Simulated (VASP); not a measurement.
# Cu (Fm-3m) in VASP: relaxation of cell and atoms with PBEsol

Aim: the relaxation of cell and atoms of Cu with PBEsol.

Program: VASP 6.6.1. These are calculated values, not measurements. Logs are shortened: lines on timing, memory, paths and dates and some standing lists are left out, and cuts for length are marked.

**1. The cell of the first run**

It takes space group Fm-3m (No. 225, cubic). Conventional cell: a = 3.564 Å, b = 3.564 Å, c = 3.564 Å, α = 90.00°, β = 90.00°, γ = 90.00°. Within 3.3 Å of Cu (site symmetry m-3m) lie 12 Cu at 2.52 Å.

**2. Relaxation of cell and atoms, PBEsol**

File INCAR:

```
SYSTEM = Cu
  ALGO = Fast
  EDIFF = 1E-6
  EDIFFG = -0.015
  ENCUT = 600
  GGA = PS
  IBRION = 2
  ISIF = 3
  ISMEAR = 0
  LASPH = .TRUE.
  LCHARG = .FALSE.
  LREAL = .FALSE.
  LWAVE = .FALSE.
  NELM = 80
  NSW = 80
  PREC = Accurate
  SIGMA = 0.1
```

File KPOINTS:

```
k-points
0
G
  10 10 8
  0 0 0
```

File POSCAR:

```
Cu
1.0
    1.2601784535     -0.7275643694      4.1156334524
   -1.2601784535     -3.6378218469      2.0578167262
    3.7805353606     -2.1826931081      0.0000000000
Cu
6
Direct
    0.1666666667      0.6666666667      0.5000000000
    0.0000000000      0.0000000000      0.0000000000
    0.3333333333      0.3333333333      0.0000000000
    0.6666666667      0.6666666667      0.0000000000
    0.5000000000      0.0000000000      0.5000000000
    0.8333333333      0.3333333333      0.5000000000
```

Potentials or basis: VASP PAW PBE potentials, release 64 (Cu).

The run is started by

```
$ cat potpaw_PBE.64/Cu/POTCAR > POTCAR
$ mpirun -np 1 vasp_std > vasp.out
```

OUTCAR:

```text
SYSTEM = Cu
   EDIFF = 1E-6
   EDIFFG = -0.015
   ENCUT = 600
   GGA = PS
   IBRION = 2
   ISIF = 3
   ISMEAR = 0
   LASPH = .TRUE.
   LREAL = .FALSE.
   NELM = 80
   NSW = 80
   PREC = Accurate

 ion  position               nearest neighbor table
   1  0.167  0.667  0.500-   6 2.52   5 2.52   4 2.52   4 2.52   5 2.52   6 2.52   6 2.52   2 2.52
                             2 2.52   3 2.52   5 2.52   3 2.52
   2  0.000  0.000  0.000-   3 2.52   4 2.52   5 2.52   5 2.52   3 2.52   4 2.52   1 2.52   6 2.52
                             1 2.52   6 2.52   4 2.52   3 2.52
   3  0.333  0.333  0.000-   4 2.52   2 2.52   6 2.52   6 2.52   2 2.52   4 2.52   4 2.52   5 2.52
                             1 2.52   5 2.52   2 2.52   1 2.52
   4  0.667  0.667  0.000-   3 2.52   2 2.52   1 2.52   1 2.52   2 2.52   3 2.52   3 2.52   5 2.52
                             6 2.52   5 2.52   2 2.52   6 2.52
   5  0.500  0.000  0.500-   1 2.52   6 2.52   2 2.52   2 2.52   1 2.52   6 2.52   3 2.52   4 2.52
                             3 2.52   4 2.52   1 2.52   6 2.52
   6  0.833  0.333  0.500-   1 2.52   5 2.52   3 2.52   3 2.52   5 2.52   1 2.52   1 2.52   2 2.52
                             4 2.52   2 2.52   5 2.52   4 2.52

  LATTYP: Found a base centered monoclinic cell.
 ALAT       =     4.3652993438
 B/A-ratio  =     1.7320852766
 C/A-ratio  =     1.0000199007
 COS(beta)  =    -0.3333399669

  Lattice vectors:

 A1 = (  -2.5203569070,  -2.9102574775,  -2.0578167262)
 A2 = (   1.2601784535,   3.6378218469,  -2.0578167262)
 A3 = (   3.7805353606,  -2.1826931081,   0.0000000000)

Analysis of symmetry for initial positions (statically):
=====================================================================
 Subroutine PRICEL returns following result:

  LATTYP: Found a trigonal (rhomboedric) cell.
 ALAT       =     2.5203192908
 COS(alpha) =     0.4999850748

  Lattice vectors:

 A1 = (   0.0000000000,  -1.4551287391,   2.0578167266)
 A2 = (   1.2601784535,   0.7275643688,   2.0578167270)
 A3 = (  -1.2601784535,   0.7275643689,   2.0578167268)

   6 primitive cells build up your supercell.

 Routine SETGRP: Setting up the symmetry group for a
 base centered monoclinic supercell.

 Subroutine GETGRP returns: Found  4 space group operations
 (whereof  4 operations were pure point group operations)
 out of a pool of  4 trial point group operations.

The static configuration has the point symmetry C_2h.

Analysis of symmetry for dynamics (positions and initial velocities):
=====================================================================
 Subroutine PRICEL returns following result:

  LATTYP: Found a trigonal (rhomboedric) cell.
 ALAT       =     2.5203192908
 COS(alpha) =     0.4999850748

  Lattice vectors:

 A1 = (   0.0000000000,  -1.4551287391,   2.0578167266)
 A2 = (   1.2601784535,   0.7275643688,   2.0578167270)
 A3 = (  -1.2601784535,   0.7275643689,   2.0578167268)

   6 primitive cells build up your supercell.

 Routine SETGRP: Setting up the symmetry group for a
 base centered monoclinic supercell.

 Subroutine GETGRP returns: Found  4 space group operations
 (whereof  4 operations were pure point group operations)
 out of a pool of  4 trial point group operations.

The dynamic configuration has the point symmetry C_2h.

 Subroutine INISYM returns: Found  4 space group operations
 (whereof  4 operations are pure point group operations),
 and found     6 'primitive' translations

----------------------------------------------------------------------------------------

                                     Primitive cell

  volume of cell :      11.3204

  direct lattice vectors                    reciprocal lattice vectors
     0.000000000 -1.455128739  2.057816727    -0.000000000 -0.458149612  0.161983975
     1.260178454  0.727564369  2.057816727     0.396769202  0.229074806  0.161983975
    -1.260178454  0.727564369  2.057816727    -0.396769202  0.229074806  0.161983975

  length of vectors
     2.520319291  2.520319291  2.520319291     0.485942255  0.485942255  0.485942255

  position of ions in fractional coordinates (direct lattice)
     0.000000000  0.000000000  1.000000000

  ion indices of the primitive-cell ions
   primitive index   ion index
                 1           1

----------------------------------------------------------------------------------------

 KPOINTS: k-points

Automatic generation of k-mesh.
 Grid dimensions read from file:
 generate k-points for:   10   10    8

 Generating k-lattice:

  Cartesian coordinates                     Fractional coordinates (reciprocal lattice)
     0.006612820  0.011453740  0.024297596     0.100000000  0.000000000  0.000000000
    -0.013225640 -0.022907481 -0.000000000     0.000000000  0.100000000  0.000000000
     0.024798075 -0.014317175 -0.010123998    -0.000000000  0.000000000  0.125000000

  Length of vectors
     0.027663889  0.026451280  0.030371391

  Shift w.r.t. Gamma in fractional coordinates (k-lattice)
     0.000000000  0.000000000  0.000000000

 Subroutine IBZKPT returns following result:
 ===========================================

 Found    227 irreducible k-points:

 Following reciprocal coordinates:
            Coordinates               Weight
  0.000000  0.000000  0.000000      1.000000
  0.100000  0.000000  0.000000      4.000000
  0.200000  0.000000  0.000000      4.000000
  0.300000 -0.000000  0.000000      4.000000
  0.400000 -0.000000  0.000000      4.000000
  0.500000 -0.000000  0.000000      2.000000
[... 16 lines left out ...]
  0.000000  0.300000 -0.000000      2.000000
 -0.400000  0.300000 -0.000000      2.000000
 [... further k-points ...]
   k-points           NKPTS =    227   k-points in BZ     NKDIM =    227   number of bands    NBANDS=     39
   number of dos      NEDOS =    301   number of ions     NIONS =      6
   total plane-waves  NPLWV =  46656
   dimension x,y,z NGX =    36 NGY =   36 NGZ =   36
   dimension x,y,z NGXF=    72 NGYF=   72 NGZF=   72
   ions per type =               6
   NGX,Y,Z   is equivalent  to a cutoff of  13.71, 13.71, 13.71 a.u.
   NGXF,Y,Z  is equivalent  to a cutoff of  27.42, 27.42, 27.42 a.u.
 SYSTEM =  Cu
   PREC   = accura    normal or accurate (medium, high low for compatibility)
   ISTART =      0    job   : 0-new  1-cont  2-samecut
   ICHARG =      2    charge: 1-file 2-atom 10-const
   ISPIN  =      1    spin polarized calculation?
   LNONCOLLINEAR =      F non collinear calculations
   LSORBIT =      F    spin-orbit coupling
   LASPH  =      T    aspherical Exc in radial PAW
   ENCUT  =  600.0 eV  44.10 Ry    6.64 a.u.   8.72  8.72  8.72*2*pi/ulx,y,z
   NELM   =     80;   NELMIN=  2; NELMDL= -5     # of ELM steps
   EDIFF  = 0.1E-05   stopping-criterion for ELM
   LREAL  =      F    real-space projection
   EDIFFG = -.1E-01   stopping-criterion for IOM
   NSW    =     80    number of steps for IOM
   IBRION =      2    ionic relax: 0-MD 1-quasi-New 2-CG
   NFREE  =      1    steps in history (QN), initial steepest desc. (CG)
   ISIF   =      3    stress and relaxation
   ISYM   =      2    0-nonsym 1-usesym 2-fastsym
   POTIM  = 0.5000    time-step for ionic-motion
   TEBEG  =    0.0;   TEEND  =   0.0 temperature during run
   PSTRESS=    0.0 pullay stress
   NELECT =      66.0000    total number of electrons
   NUPDOWN=      -1.0000    fix difference up-down
   EMIN   =  10.00;   EMAX   =-10.00  energy-range for DOS
   EFERMI =   0.00;   METHOD = LEGACY
   ISMEAR =     0;   SIGMA  =   0.10  broadening in eV -4-tet -1-fermi 0-gaus
   EFERMI_NEDOS =   21; number of points for ismear=-14 and -15
   IALGO  =     68    algorithm
   IMIX   =      4    mixing-type and parameters
     AMIX     =   0.40;   BMIX     =  1.00
     AMIX_MAG =   1.60;   BMIX_MAG =  1.00
  volume/ion in A,a.u.               =      11.32        76.39
  Fermi-wavevector in a.u.,A,eV,Ry     =   1.621506  3.064202 35.773554  2.629282
  Thomas-Fermi vector in A             =   2.715271
   LORBIT       =      0    0 simple, 1 ext, 2 COOP (PROOUT), +10 PAW based schemes
   GGA     = PS    functional components
   LHFCALC =     F    Hartree Fock is set to
   AEXX    =    0.0000 exact exchange contribution
   IVDW    =     0    specifies the selected vdW correction
   LEPSILON=     F    determine dielectric tensor
   LRPA    =     F    only Hartree local field effects (RPA)
 conjugate gradient relaxation of ions
 non-spin polarized calculation
 RMM-DIIS sequential band-by-band and
 Gauss-broadening in eV      SIGMA  =   0.10
  energy-cutoff  :      600.00
  volume of cell :       67.92
 maximum number of plane-waves:      2284
   NGX = 17   NGY = 17   NGZ = 17

--------------------------------------- Ionic step        1  -------------------------------------------

 number of electron      65.9999981 magnetization

 Free energy of the ion-electron system (eV)
  ---------------------------------------------------
  ext. energy  EPLUGINS =         0.00000000
  ---------------------------------------------------
  free energy    TOTEN  =       -25.85485984 eV

  energy without entropy =      -25.84665680  energy(sigma->0) =      -25.85075832

------------------------ aborting loop because EDIFF is reached ----------------------------------------

  FORCE on cell =-STRESS in cart. coord.  units (eV):
  Direction    XX          YY          ZZ          XY          YZ          ZX
  --------------------------------------------------------------------------------------
  -------------------------------------------------------------------------------------
  Total        0.2513763      0.2121233      0.1920661     -0.0339941      0.0034256     -0.0059332
  in kB        5.9295580      5.0036425      4.5305267     -0.8018664      0.0808048     -0.1399556
  external PRESSURE =       5.1545757 kB  Pullay stress =       0.0000000 kB
[... 65 lines left out ...]
  energy  without entropy=      -25.8471896214  energy(sigma->0) =      -25.85130019

--------------------------------------- Ionic step        3  -------------------------------------------

 number of electron      65.9999981 magnetization

 Free energy of the ion-electron system (eV)
  ---------------------------------------------------
  ext. energy  EPLUGINS =         0.00000000
  ---------------------------------------------------
  free energy    TOTEN  =       -25.85545721 eV

  energy without entropy =      -25.84724155  energy(sigma->0) =      -25.85134938

 E-fermi :   7.8949     XC(G=0): -13.1333

 val. band max:        7.8928860182   @ k =  -0.2000   0.3000   0.3750
 cond. band min:       7.8956134642   @ k =   0.1000   0.3000   0.3750
 fundamental gap:      0.0027274460
 Fermi energy:         7.8949180929

 k-point     1 :       0.0000    0.0000    0.0000
  band No.  band energies     occupation
      1      -1.8021      2.00000
      2       2.5702      2.00000
      3       3.6469      2.00000
      4       3.6469      2.00000
      5       3.7748      2.00000
      6       3.7748      2.00000
[... 997 lines left out ...]
     38      13.7958      0.00000
     39      16.0755      0.00000

 [... further k-points ...]
[... 5 lines left out ...]
  --------------------------------------------------------------------------------------
  -------------------------------------------------------------------------------------
  Total        0.0159798     -0.0074799     -0.0171983     -0.0203167      0.0000130     -0.0000225
  in kB        0.3754303     -0.1757325     -0.4040573     -0.4773210      0.0003054     -0.0005292
  external PRESSURE =      -0.0681198 kB  Pullay stress =       0.0000000 kB
[... 21 lines left out ...]
  FREE ENERGIE OF THE ION-ELECTRON SYSTEM (eV)
  ---------------------------------------------------
  free  energy   TOTEN  =       -25.8554572059 eV

  energy  without entropy=      -25.8472415505  energy(sigma->0) =      -25.85134938

 reached required accuracy - stopping structural energy minimisation
```

It took 20 min on 1 thread of Oxide Virtual Turin-like, shared host; peak memory 0.56 GiB.

Results:

- Free energy: -25.8555 eV
- Relaxed volume: 11.37 Å³/atom
- Relaxed cell: a = 4.371 Å, b = 4.371 Å, c = 4.373 Å, α = 80.40°, β = 70.52°, γ = 60.00°
- Space group after relaxing (to 0.1 Å): Fm-3m (No. 225)
- Energy gained by relaxing: 0.1 meV/atom
- Ionic steps: 3
- Pressure after relaxing: 0.0 GPa
- Band gap on the k mesh: zero (bands 33 and 34 overlap by 4.69 eV)

Step by step:
```csv
step,energy change (eV),largest force (eV/Å),pressure (GPa),volume (Å³)
1,0.0000,0.0000,0.52,67.92
2,-0.0006,0.0000,-0.50,68.28
3,-0.0006,0.0000,-0.01,68.20
```

Final structure:
```
Cu
1.0
     1.26212   -0.72868    4.12041
    -1.26143   -3.64224    2.06020
     3.78680   -2.18631   -0.00018
Cu
6
Cartesian
  1.2628 -3.6428 2.0601
  0.0000 0.0000 0.0000
  0.0002 -1.4570 2.0602
  0.0005 -2.9139 4.1204
  2.5245 -1.4575 2.0601
  2.5247 -2.9145 4.1203
```

Caveat: the PAW data sets were made with another functional, which shifts forces and pressure a little.
